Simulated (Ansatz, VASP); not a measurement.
ReO3F in VASP and in Ansatz

```xyz
5
Lattice="11.0900 0.0000 0.0000 0.0000 11.0900 0.0000 0.0000 0.0000 11.0900" Properties=species:S:1:pos:R:3 pbc="T T T"
Re    5.5780    5.5089    5.5780
O     6.5869    6.4611    6.5869
O     4.6258    4.5000    6.5869
O     6.5869    4.5000    4.6258
F     4.5000    6.5869    4.5000
```

Alike in both runs: task single point; functional PBE; k mesh 1 × 1 × 1; occupations gaussian, width 0.01 eV; no spin polarisation.

|  | VASP | Ansatz |
| --- | --- | --- |
| version | VASP 6.6.1 | Ansatz 0.2.0 |
| potentials or method | VASP PAW PBE potentials, release 64 (Re, O, F), cutoff 520 eV | scalar-relativistic, plane waves, PAW |
| valence electrons in the cell | 32 | 40 |

VASP gave:

| Property | Result |
| --- | --- |
| gap on the k mesh at the Fermi level (eV) | 4.22 |
| rms of the force components (eV/Å) | 0.174 |

Question: What did Ansatz give for the same quantities?

Answer: gap on the k mesh at the Fermi level (eV): 4.29; rms of the force components (eV/Å): 0.261.

Atom by atom the forces differ by 0.426 eV/Å (rms over components). One of these differences is far larger than is usual between the two programs; its cause wasn't traced. With one functional, cell and mesh, what is left measures potentials, basis and numerics. VASP's potentials hold 32 valence electrons a cell and Ansatz's 40, so a difference there can come from the potentials and not from the codes.

Neither program's run includes spin-orbit coupling.
